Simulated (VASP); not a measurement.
Set up this calculation in VASP 6.6.1, as the native input.

| Item | Value |
| --- | --- |
| Task | single point |
| Functional | PBE |
| Potentials or basis | VASP PAW PBE potentials, release 64 (Mg, Zn, S) |
| Cutoff | 520 eV |
| k mesh | 6 × 6 × 6 |
| Occupations | gaussian, width 0.1 eV |
| Spin | no spin polarisation |
| Dipole correction | no |
| Further INCAR settings | ALGO = Normal; EDIFF = 1e-06; NBANDS = 26 |

The structure of Mg2ZnS3 lies in POSCAR:

```
Mg2ZnS3
1.0
   -1.9818714025      1.9818714025      8.4380818250
    1.9818714025     -1.9818714025      8.4380818250
    1.9818714025      1.9818714025     -8.4380818250
Mg Zn S
2 1 3
Direct
    0.4138870692      0.9138870692      0.5000000000
    0.0861129308      0.5861129308      0.5000000000
    0.7500000000      0.2500000000      0.5000000000
    0.0000000000      0.0000000000      0.0000000000
    0.6719363893      0.6719363893      0.0000000000
    0.3280636107      0.3280636107      0.0000000000
```

The input as run:

INCAR

```
SYSTEM = Mg2ZnS3
PREC = Accurate
ENCUT = 520
EDIFF = 1E-6
ISMEAR = 0
SIGMA = 0.1
LREAL = .False.
LASPH = .True.
NELM = 80
ALGO = Normal
ISIF = 2
LWAVE = .False.
LCHARG = .False.
GGA = PE
NBANDS = 26
```

KPOINTS

```
Automatic mesh
0
Gamma
  6 6 6
  0 0 0
```

Potentials or basis: VASP PAW PBE potentials, release 64 (Mg, Zn, S).

The run is started by

```console
$ cat potpaw_PBE.64/Mg/POTCAR potpaw_PBE.64/Zn/POTCAR potpaw_PBE.64/S/POTCAR > POTCAR
$ mpirun -np 1 vasp_std > vasp.out
```

Results of the run:

```
Pressure               : 0.0 GPa
Largest force          : 0.024 eV/Å
Band gap on the k mesh : 2.78 eV
```

It took 3.9 min on 1 thread of Intel(R) Xeon(R) 6975P-C (Granite Rapids), with other jobs on the host, peak memory 0.71 GiB.
